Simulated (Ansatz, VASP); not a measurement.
One calculation of MoS, two programs

File INCAR:

```
PREC = Accurate
ENCUT = 520
EDIFF = 1E-7
ISMEAR = 0
SIGMA = 0.05
LREAL = F
LASPH = T
NELM = 100
ALGO = Normal
ISIF = 2
LWAVE = F
LCHARG = F
LDIPOL = T
IDIPOL = 3
DIPOL = 0.5 0.5 0.500
GGA = PS
NBANDS = 28
```

KPOINTS

```
Automatic mesh
0
Gamma
  4 4 1
```

File POSCAR:

```
MoS
1.0
    3.1431208273      0.0000000000      0.0000000000
   -1.5715604137      2.7220224836      0.0000000000
    0.0000000000      0.0000000000     21.2832906737
Mo S
2 2
Direct
    0.6666666667      0.3333333333      0.3523891167
    0.3333333333      0.6666666667      0.6476108833
    0.3333333333      0.6666666667      0.4255867827
    0.0000000000      0.0000000000      0.5743881339
```

Input for Ansatz:

```yaml
crystal:
  lattice:
    - [3.1431208273, 0.0, 0.0]
    - [-1.5715604137, 2.7220224836, 0.0]
    - [0.0, 0.0, 21.2832906737]
  atoms:
    - { symbol: Mo, position: [0.6666666667, 0.3333333333, 0.3523891167] }
    - { symbol: S, position: [0.3333333333, 0.6666666667, 0.4255867827] }
    - { symbol: S, position: [0.0, 0.0, 0.5743881339] }
    - { symbol: Mo, position: [0.3333333333, 0.6666666667, 0.6476108833] }
basis:
  ecutwfc: 420
kpoints:
  mp_grid: { grid: [4, 4, 1] }
hamiltonian:
  xc: pbesol
scf:
  occupations: { method: gaussian, width: 0.05 }
output:
  forces: true
  stress: true
  eigenvalues: true
efield:
  axis: 3
  dipole_correction: true
  ramp_width: 0.04
```

Alike in both runs: task single point; functional PBEsol; k mesh 4 × 4 × 1; occupations gaussian, width 0.05 eV; no spin polarisation.

|  | VASP | Ansatz |
| --- | --- | --- |
| version | VASP 6.6.1 | Ansatz 0.2.0 |
| potentials or method | VASP PAW PBE potentials, release 64 (Mo_sv, S), cutoff 520 eV | scalar-relativistic, plane waves, PAW |
| valence electrons in the cell | 40 | 40 |

```csv
,VASP,Ansatz,Ansatz less VASP
gap on the k mesh at the Fermi level (eV),none,none,-
rms of the force components (eV/Å),0.770,0.775,+0.0053
```

VASP's potentials were made for PBE, not for PBEsol. A gap of «none» marks a metal or a gap that the smearing closes. The functional is the same, so the differences come from potentials, cutoffs and numerics.

The k mesh is coarse, so the values compare programs but aren't converged.
